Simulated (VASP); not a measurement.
**Yb3TlC: single point with LDA**

Crystal: Yb3TlC.

```
Yb Tl C
1.0
     5.59179    0.00000    0.00000
     0.00000    5.59179    0.00000
     0.00000    0.00000    5.59179
Yb Tl C
3 1 1
Direct
  0.00000 0.50000 0.50000
  0.50000 0.50000 0.00000
  0.50000 0.00000 0.50000
  0.50000 0.50000 0.50000
  0.00000 0.00000 0.00000
```

```
Program             : VASP 6.6.1
Task                : single point
Functional          : LDA
Potentials or basis : VASP PAW PBE potentials, release 64 (Yb, Tl_d, C)
Cutoff              : 520 eV
k mesh              : 4 × 4 × 4
Occupations         : fermi-dirac, width 0.1 eV
Spin                : no spin polarisation
```

| Property | Result |
| --- | --- |
| Pressure | 0.8 GPa |
| Band gap on the k mesh | zero (an odd number of electrons rules out a gap without spin polarisation) |

Levels at points of the mesh, in eV from the Fermi level:
```csv
k point,band 41,band 42,band 43,band 44,band 45,band 46,band 47,band 48
"(0.00, 0.00, 0.00)",-0.44,-0.15,-0.15,-0.15,0.51,0.51,1.35,1.35
"(0.50, 0.00, 0.00)",-0.45,-0.45,-0.10,-0.10,0.08,0.08,1.48,1.64
"(0.50, 0.50, 0.00)",-0.45,-0.44,-0.39,-0.12,-0.01,-0.01,1.65,1.71
"(0.50, 0.50, 0.50)",-0.44,-0.44,-0.44,-0.35,-0.35,-0.35,1.72,2.38
```

Run time: 8.9 min on 1 thread of Intel Xeon 8259CL, on a shared host, peak memory 0.27 GiB.

Caveat: the PAW data sets were made with another functional, which shifts forces and pressure a little; spin-orbit coupling is left out, which moves the levels of the heavy elements. Spin polarisation is off, so any magnetic state and its effect on volume and gap are missing.
